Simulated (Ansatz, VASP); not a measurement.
**Mg in VASP and in Ansatz**

The input INCAR:

```
SYSTEM = Mg
PREC = Accurate ; ENCUT = 520
EDIFF = 1E-6 ; ISMEAR = 0
SIGMA = 0.15 ; LREAL = .False.
LASPH = .True. ; NELM = 60
ALGO = Normal ; ISIF = 2
LWAVE = .False. ; LCHARG = .False.
GGA = PS ; NBANDS = 7
```

The input KPOINTS:

```
Automatic mesh
0
Gamma
  18 18 18
  0 0 0
```

The input POSCAR:

```
Mg
1.0
   -1.9070000000      1.9070000000      1.6301500000
    1.9070000000     -1.9070000000      1.6301500000
    1.9070000000      1.9070000000     -1.6301500000
Mg
1
Direct
    0.0000000000      0.0000000000      0.0000000000
```

Input for Ansatz:

```yaml
crystal:
  lattice:
    - [-1.907, 1.907, 1.63015]
    - [1.907, -1.907, 1.63015]
    - [1.907, 1.907, -1.63015]
  atoms:
    - { symbol: Mg, position: [0.0, 0.0, 0.0] }
basis:
  ecutwfc: 520.0
kpoints:
  mp_grid: { grid: [18, 18, 18] }
hamiltonian:
  xc: pbesol
scf:
  occupations: { method: gaussian, width: 0.15 }
output:
  forces: true
  stress: true
  eigenvalues: true
```

Alike in both runs: task single point; functional PBEsol; k mesh 18 × 18 × 18; occupations gaussian, width 0.15 eV; no spin polarisation.

```csv
,VASP,Ansatz
version,VASP 6.6.1,Ansatz 0.2.0
potentials or method,"VASP PAW PBE potentials, release 64 (Mg), cutoff 520 eV","scalar-relativistic, plane waves, PAW"
valence electrons in the cell,2,10
```

VASP gave:

| Property | Result |
| --- | --- |
| gap on the k mesh at the Fermi level (eV) | none |
| pressure (GPa) | -1.5 |
| traceless stress, the component that is largest in VASP (GPa) | 0.81 |

Question: Which values does Ansatz return?

Answer: gap on the k mesh at the Fermi level (eV): none; pressure (GPa): -1.4; traceless stress, the component that is largest in VASP (GPa): 0.81.

VASP's potentials were made for PBE, not for PBEsol. A gap of «none» marks a metal or a gap that the smearing closes. VASP's potentials hold 2 valence electrons a cell and Ansatz's 10, so a difference there can come from the potentials and not from the codes.
